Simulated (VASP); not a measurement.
# Ag (Pm-3m) in VASP: further runs

Runs on Ag. Level: LDA. Tasks: relaxation of cell and atoms.

All numbers are computed with VASP 6.6.1; they aren't measurements. Logs are shortened: lines on timing, memory, paths and dates and some standing lists are left out, and cuts for length are marked.

## 1. The cell of the first run

The structure is cubic, space group Pm-3m (No. 221). The conventional cell has a = 2.660 Å, b = 2.660 Å, c = 2.660 Å, α = 90.00°, β = 90.00°, γ = 90.00°. Ag (site symmetry m-3m) has 6 Ag at 2.66 Å within 3.5 Å.

## 2. Relaxation of cell and atoms, LDA, target pressure 30 GPa, at which the enthalpy is minimised

INCAR reads:

```
SYSTEM = Ag
PREC = Accurate ; ENCUT = 600
EDIFF = 1E-6 ; ISMEAR = 1
SIGMA = 0.1 ; LREAL = .False.
LASPH = .True. ; NELM = 100
ALGO = Normal ; ISIF = 3
LWAVE = .False. ; LCHARG = .False.
IBRION = 2 ; NSW = 80
EDIFFG = -0.02 ; PSTRESS = 300.0
```

KPOINTS reads:

```
Automatic mesh
0
Gamma
  9 9 9
  0 0 0
```

POSCAR reads:

```
Ag
1.0
    2.6600000000      0.0000000000      0.0000000000
    0.0000000000      2.6600000000      0.0000000000
    0.0000000000      0.0000000000      2.6600000000
Ag
1
Direct
    0.0000000000      0.0000000000      0.0000000000
```

Potentials or basis: VASP PAW LDA potentials, release 64 (Ag).

Started as:

```sh
> cat potpaw_LDA.64/Ag/POTCAR > POTCAR
> mpirun -np 1 vasp_std > vasp.out
```

OUTCAR:

```text
SYSTEM = Ag
   PREC = Accurate
   ENCUT = 600
   EDIFF = 1E-6
   ISMEAR = 1
   LREAL = .False.
   LASPH = .True.
   NELM = 100
   ISIF = 3
   IBRION = 2
   NSW = 80
   EDIFFG = -0.02
   PSTRESS = 300.0

 ion  position               nearest neighbor table
   1  0.000  0.000  0.000-

  LATTYP: Found a simple cubic cell.
 ALAT       =     2.6600000000

  Lattice vectors:

 A1 = (   2.6600000000,   0.0000000000,   0.0000000000)
 A2 = (   0.0000000000,   2.6600000000,   0.0000000000)
 A3 = (   0.0000000000,   0.0000000000,   2.6600000000)

Analysis of symmetry for initial positions (statically):
=====================================================================
 Subroutine PRICEL returns:
 Original cell was already a primitive cell.

 Routine SETGRP: Setting up the symmetry group for a
 simple cubic supercell.

 Subroutine GETGRP returns: Found 48 space group operations
 (whereof 48 operations were pure point group operations)
 out of a pool of 48 trial point group operations.

The static configuration has the point symmetry O_h .

Analysis of symmetry for dynamics (positions and initial velocities):
=====================================================================
 Subroutine PRICEL returns:
 Original cell was already a primitive cell.

 Routine SETGRP: Setting up the symmetry group for a
 simple cubic supercell.

 Subroutine GETGRP returns: Found 48 space group operations
 (whereof 48 operations were pure point group operations)
 out of a pool of 48 trial point group operations.

The dynamic configuration has the point symmetry O_h .

 Subroutine INISYM returns: Found 48 space group operations
 (whereof 48 operations are pure point group operations),
 and found     1 'primitive' translations

----------------------------------------------------------------------------------------

                                     Primitive cell

  volume of cell :      18.8211

  direct lattice vectors                    reciprocal lattice vectors
     2.660000000  0.000000000  0.000000000     0.375939850  0.000000000  0.000000000
     0.000000000  2.660000000  0.000000000     0.000000000  0.375939850  0.000000000
     0.000000000  0.000000000  2.660000000     0.000000000  0.000000000  0.375939850

  length of vectors
     2.660000000  2.660000000  2.660000000     0.375939850  0.375939850  0.375939850

  position of ions in fractional coordinates (direct lattice)
     0.000000000  0.000000000  0.000000000

  ion indices of the primitive-cell ions
   primitive index   ion index
                 1           1

----------------------------------------------------------------------------------------

 KPOINTS: Automatic mesh

Automatic generation of k-mesh.
 Grid dimensions read from file:
 generate k-points for:    9    9    9

 Generating k-lattice:

  Cartesian coordinates                     Fractional coordinates (reciprocal lattice)
     0.041771094  0.000000000  0.000000000     0.111111111  0.000000000  0.000000000
     0.000000000  0.041771094  0.000000000     0.000000000  0.111111111  0.000000000
     0.000000000  0.000000000  0.041771094     0.000000000  0.000000000  0.111111111

  Length of vectors
     0.041771094  0.041771094  0.041771094

  Shift w.r.t. Gamma in fractional coordinates (k-lattice)
     0.000000000  0.000000000  0.000000000

 Subroutine IBZKPT returns following result:
 ===========================================

 Found     35 irreducible k-points:

 Following reciprocal coordinates:
            Coordinates               Weight
  0.000000  0.000000  0.000000      1.000000
  0.111111  0.000000  0.000000      6.000000
  0.222222  0.000000  0.000000      6.000000
  0.333333  0.000000  0.000000      6.000000
  0.444444  0.000000  0.000000      6.000000
  0.111111  0.111111  0.000000     12.000000
[... 16 lines left out ...]
  0.333333  0.333333  0.111111     24.000000
  0.444444  0.333333  0.111111     48.000000
 [... further k-points ...]
   k-points           NKPTS =     35   k-points in BZ     NKDIM =     35   number of bands    NBANDS=      9
   number of dos      NEDOS =    301   number of ions     NIONS =      1
   total plane-waves  NPLWV =  13824
   dimension x,y,z NGX =    24 NGY =   24 NGZ =   24
   dimension x,y,z NGXF=    48 NGYF=   48 NGZF=   48
   ions per type =               1
   NGX,Y,Z   is equivalent  to a cutoff of  15.00, 15.00, 15.00 a.u.
   NGXF,Y,Z  is equivalent  to a cutoff of  30.00, 30.00, 30.00 a.u.
 SYSTEM =  Ag
   PREC   = accura    normal or accurate (medium, high low for compatibility)
   ISTART =      0    job   : 0-new  1-cont  2-samecut
   ICHARG =      2    charge: 1-file 2-atom 10-const
   ISPIN  =      1    spin polarized calculation?
   LNONCOLLINEAR =      F non collinear calculations
   LSORBIT =      F    spin-orbit coupling
   LASPH  =      T    aspherical Exc in radial PAW
   ENCUT  =  600.0 eV  44.10 Ry    6.64 a.u.   5.31  5.31  5.31*2*pi/ulx,y,z
   NELM   =    100;   NELMIN=  2; NELMDL= -5     # of ELM steps
   EDIFF  = 0.1E-05   stopping-criterion for ELM
   LREAL  =      F    real-space projection
   EDIFFG = -.2E-01   stopping-criterion for IOM
   NSW    =     80    number of steps for IOM
   IBRION =      2    ionic relax: 0-MD 1-quasi-New 2-CG
   NFREE  =      1    steps in history (QN), initial steepest desc. (CG)
   ISIF   =      3    stress and relaxation
   ISYM   =      2    0-nonsym 1-usesym 2-fastsym
   POTIM  = 0.5000    time-step for ionic-motion
   TEBEG  =    0.0;   TEEND  =   0.0 temperature during run
   PSTRESS=  300.0 pullay stress
   NELECT =      11.0000    total number of electrons
   NUPDOWN=      -1.0000    fix difference up-down
   EMIN   =  10.00;   EMAX   =-10.00  energy-range for DOS
   EFERMI =   0.00;   METHOD = LEGACY
   ISMEAR =     1;   SIGMA  =   0.10  broadening in eV -4-tet -1-fermi 0-gaus
   EFERMI_NEDOS =   21; number of points for ismear=-14 and -15
   IALGO  =     38    algorithm
   IMIX   =      4    mixing-type and parameters
     AMIX     =   0.40;   BMIX     =  1.00
     AMIX_MAG =   1.60;   BMIX_MAG =  1.00
  volume/ion in A,a.u.               =      18.82       127.01
  Fermi-wavevector in a.u.,A,eV,Ry     =   1.368750  2.586562 25.490191  1.873476
  Thomas-Fermi vector in A             =   2.494686
   LORBIT       =      0    0 simple, 1 ext, 2 COOP (PROOUT), +10 PAW based schemes
   GGA     = CA    functional components
   LHFCALC =     F    Hartree Fock is set to
   AEXX    =    0.0000 exact exchange contribution
   IVDW    =     0    specifies the selected vdW correction
   LEPSILON=     F    determine dielectric tensor
   LRPA    =     F    only Hartree local field effects (RPA)
 conjugate gradient relaxation of ions
 non-spin polarized calculation
 Methfessel and Paxton  Order N= 1 SIGMA  =   0.10
  energy-cutoff  :      600.00
  volume of cell :       18.82
 maximum number of plane-waves:       647
 NGX is ok and might be reduce to    24
   NGX = 11   NGY = 11   NGZ = 11

--------------------------------------- Ionic step        1  -------------------------------------------

 number of electron      11.0000003 magnetization

 Free energy of the ion-electron system (eV)
  ---------------------------------------------------
  ext. energy  EPLUGINS =         0.00000000
  ---------------------------------------------------
  free energy    TOTEN  =        -3.37394368 eV

  energy without entropy =       -3.37424493  energy(sigma->0) =       -3.37404410

------------------------ aborting loop because EDIFF is reached ----------------------------------------

  FORCE on cell =-STRESS in cart. coord.  units (eV):
  Direction    XX          YY          ZZ          XY          YZ          ZX
  --------------------------------------------------------------------------------------
  -------------------------------------------------------------------------------------
  Total       -0.1918025     -0.1918025     -0.1918025      0.0000000      0.0000000      0.0000000
  in kB      -16.3275064    -16.3275064    -16.3275064      0.0000000      0.0000000      0.0000000
  external PRESSURE =    -316.3275064 kB  Pullay stress =     300.0000000 kB

 VOLUME and BASIS-vectors are now :
 -----------------------------------------------------------------------------
  energy-cutoff  :      600.00
  volume of cell :       18.82
      direct lattice vectors                 reciprocal lattice vectors
     2.660000000  0.000000000  0.000000000     0.375939850  0.000000000  0.000000000
     0.000000000  2.660000000  0.000000000     0.000000000  0.375939850  0.000000000
     0.000000000  0.000000000  2.660000000     0.000000000  0.000000000  0.375939850
[... 7 lines left out ...]
  FREE ENERGIE OF THE ION-ELECTRON SYSTEM (eV)
  ---------------------------------------------------
  free  energy   TOTEN  =        -3.3739436812 eV

  energy  without entropy=       -3.3742449271  energy(sigma->0) =       -3.37404410

  enthalpy is  TOTEN    =         0.1502160321 eV   P V=        3.5241597133

--------------------------------------- Ionic step        2  -------------------------------------------

 number of electron      10.9999999 magnetization

 E-fermi :  17.4460     XC(G=0): -15.5838

 val. band max:       17.3540355944   @ k =   0.3333   0.3333   0.1111
 cond. band min:      17.5684032821   @ k =   0.4444   0.2222   0.0000
 fundamental gap:      0.2143676877
 Fermi energy:        17.4459818050

 k-point     1 :       0.0000    0.0000    0.0000
  band No.  band energies     occupation
      1       5.5124      2.00000
      2       5.9992      2.00000
      3       5.9992      2.00000
      4      14.8923      2.00000
      5      14.8923      2.00000
      6      14.8923      2.00000
      7      36.3462      0.00000
      8      36.3462      0.00000
      9      36.3462      0.00000

 k-point     2 :       0.1111    0.0000    0.0000
  band No.  band energies     occupation
      1       5.8836      2.00000
      2       6.1007      2.00000
      3       6.6383      2.00000
      4      14.4296      2.00000
      5      14.4296      2.00000
      6      14.9291      2.00000
      7      33.7562      0.00000
      8      37.2172      0.00000
      9      37.2172      0.00000
[... 366 lines left out ...]
  FREE ENERGIE OF THE ION-ELECTRON SYSTEM (eV)
  ---------------------------------------------------
  free  energy   TOTEN  =        -3.1751664988 eV

  energy  without entropy=       -3.1753616303  energy(sigma->0) =       -3.17523154

  enthalpy is  TOTEN    =        -0.2330177595 eV   P V=        2.9421487393

--------------------------------------- Ionic step        5  -------------------------------------------

 number of electron      10.9999998 magnetization

 Free energy of the ion-electron system (eV)
  ---------------------------------------------------
  ext. energy  EPLUGINS =         0.00000000
  ---------------------------------------------------
  free energy    TOTEN  =        -3.14201617 eV

  energy without entropy =       -3.14218072  energy(sigma->0) =       -3.14207102

 E-fermi :   9.2000     XC(G=0): -13.0287

 val. band max:        9.1267074934   @ k =   0.3333   0.3333   0.1111
 cond. band min:       9.6761933921   @ k =   0.4444   0.2222   0.0000
 fundamental gap:      0.5494858988
 Fermi energy:         9.1999686954

 k-point     1 :       0.0000    0.0000    0.0000
  band No.  band energies     occupation
      1       1.1125      2.00000
      2       2.0405      2.00000
      3       2.0405      2.00000
      4       6.8088      2.00000
      5       6.8088      2.00000
      6       6.8088      2.00000
      7      25.4828      0.00000
      8      25.4828      0.00000
      9      25.4828      0.00000

 k-point     2 :       0.1111    0.0000    0.0000
  band No.  band energies     occupation
      1       1.4305      2.00000
      2       2.0950      2.00000
      3       2.3434      2.00000
      4       6.5948      2.00000
      5       6.5948      2.00000
      6       6.8262      2.00000
      7      23.1166      0.00000
      8      26.0418      0.00000
      9      26.0418      0.00000
[... 286 lines left out ...]
 POSITION                                       TOTAL-FORCE (eV/Angst)
 -----------------------------------------------------------------------------------
      0.00000      0.00000      0.00000        -0.000000      0.000000      0.000000
 -----------------------------------------------------------------------------------
    total drift:                                0.000000     -0.000000      0.000000

  FREE ENERGIE OF THE ION-ELECTRON SYSTEM (eV)
  ---------------------------------------------------
  free  energy   TOTEN  =        -3.1420161727 eV

  energy  without entropy=       -3.1421807177  energy(sigma->0) =       -3.14207102

  enthalpy is  TOTEN    =        -0.2344428061 eV   P V=        2.9075733666

 reached required accuracy - stopping structural energy minimisation
```

It took 12 s on 1 thread of Intel Xeon Platinum 8488C (Sapphire Rapids), shared host; peak memory 0.15 GiB.

Results:

| Item | Value |
| --- | --- |
| Free energy | -3.1420 eV |
| Relaxed volume | 15.53 Å³/atom |
| Relaxed cell | a = 2.495 Å, b = 2.495 Å, c = 2.495 Å, α = 90.00°, β = 90.00°, γ = 90.00° |
| Space group after relaxing (to 0.05 Å) | Pm-3m (No. 221) |
| Energy change on relaxing (the enthalpy is what falls) | +231.9 meV/atom |
| Ionic steps | 5 |
| Pressure after relaxing | 30.2 GPa |

The path:
```csv
step,energy change (eV),largest force (eV/Å),pressure (GPa),volume (Å³)
1,0.0000,0.0000,-1.63,18.82
2,4.0071,0.0000,285.30,10.41
3,0.1648,0.0000,24.19,15.92
4,0.1988,0.0000,27.22,15.71
5,0.2319,0.0000,30.16,15.53
```

Final structure:
```cif
data_structure
_symmetry_space_group_name_H-M 'P 1'
_symmetry_Int_Tables_number 1
_cell_length_a 2.4948
_cell_length_b 2.4948
_cell_length_c 2.4948
_cell_angle_alpha 90.000
_cell_angle_beta 90.000
_cell_angle_gamma 90.000
_cell_volume 15.53
loop_
_atom_site_label
_atom_site_type_symbol
_atom_site_fract_x
_atom_site_fract_y
_atom_site_fract_z
_atom_site_occupancy
Ag1 Ag 0.00000 0.00000 0.00000 1
```

Levels at points of the mesh, in eV from the Fermi level:
| k point | band 2 | band 3 | band 4 | band 5 | band 6 | band 7 | band 8 | band 9 |
| --- | --- | --- | --- | --- | --- | --- | --- | --- |
| (0.00, 0.00, 0.00) | -7.16 | -7.16 | -2.39 | -2.39 | -2.39 | 16.28 | 16.28 | 16.28 |

Caveat: the cell is relaxed towards a set pressure, so the enthalpy falls and the energy may rise; the volume moved by over 15 % at a fixed basis, so the end points are rough.

## 3. Relaxation of cell and atoms, LDA, target pressure 45 GPa, at which the enthalpy is minimised

INCAR reads:

```
PREC = Accurate ; ENCUT = 600
EDIFF = 1E-6 ; ISMEAR = 1
SIGMA = 0.1 ; LREAL = F
LASPH = T ; NELM = 100
ALGO = Normal ; ISIF = 3
LWAVE = F ; LCHARG = F
IBRION = 2 ; NSW = 80
EDIFFG = -0.02 ; PSTRESS = 450.0
```

KPOINTS reads:

```
Automatic mesh
0
Gamma
  9 9 9
```

POSCAR is that of step 2.

Potentials or basis: VASP PAW LDA potentials, release 64 (Ag).

Started as:

```sh
> cat potpaw_LDA.64/Ag/POTCAR > POTCAR
> mpirun -np 1 vasp_std > vasp.out
```

Wall time 25 s (1 thread of Intel Xeon Platinum 8488C (Sapphire Rapids), shared host); peak memory 0.15 GiB.

It converged, with:

- Free energy: -2.9617 eV
- Relaxed volume: 14.75 Å³/atom
- Relaxed cell: a = 2.453 Å, b = 2.453 Å, c = 2.453 Å, α = 90.00°, β = 90.00°, γ = 90.00°
- Space group after relaxing (to 0.05 Å): Pm-3m (No. 221)
- Energy change on relaxing (the enthalpy is what falls): +412.3 meV/atom
- Ionic steps: 16
- Pressure after relaxing: 44.9 GPa

The path:
| step | energy change (eV) | largest force (eV/Å) | pressure (GPa) | volume (Å³) |
| --- | --- | --- | --- | --- |
| 1 | 0.0000 | 0.0000 | -1.63 | 18.82 |
| 2 | 14.1399 | 0.0000 | 977.56 | 7.50 |
| 3 | 0.2025 | 0.0000 | 27.63 | 15.69 |
| 4 | 0.2760 | 0.0000 | 34.00 | 15.31 |
| 5 | 0.4221 | 0.0000 | 45.67 | 14.72 |
| 6 | 0.4010 | 0.0000 | 44.05 | 14.79 |
| 7 | 0.4017 | 0.0000 | 44.08 | 14.79 |
| 8 | 0.4038 | 0.0000 | 44.22 | 14.78 |
| 9 | 0.4038 | 0.0000 | 44.24 | 14.78 |
| 10 | 0.4039 | 0.0000 | 44.24 | 14.78 |
| 11 | 0.4040 | 0.0000 | 44.24 | 14.78 |
| 12 | 0.4043 | 0.0000 | 44.25 | 14.78 |
| 13 | 0.4048 | 0.0000 | 44.33 | 14.78 |
| 14 | 0.4059 | 0.0000 | 44.41 | 14.77 |
| 15 | 0.4080 | 0.0000 | 44.55 | 14.77 |
| 16 | 0.4123 | 0.0000 | 44.87 | 14.75 |

Final structure:
```xyz
1
Lattice="2.4526 0.0000 0.0000 0.0000 2.4526 0.0000 0.0000 0.0000 2.4526" Properties=species:S:1:pos:R:3 pbc="T T T"
Ag    0.0000    0.0000    2.4526
```

Levels at points of the mesh, in eV from the Fermi level:
| k point | band 3 | band 4 | band 5 | band 6 | band 7 | band 8 | band 9 |
| --- | --- | --- | --- | --- | --- | --- | --- |
| (0.00, 0.00, 0.00) | -7.57 | -2.39 | -2.39 | -2.39 | 16.65 | 16.65 | 16.65 |

Caveat: the cell is relaxed towards a set pressure, so the enthalpy falls and the energy may rise; the volume moved by over 15 % at a fixed basis, so the end points are rough.
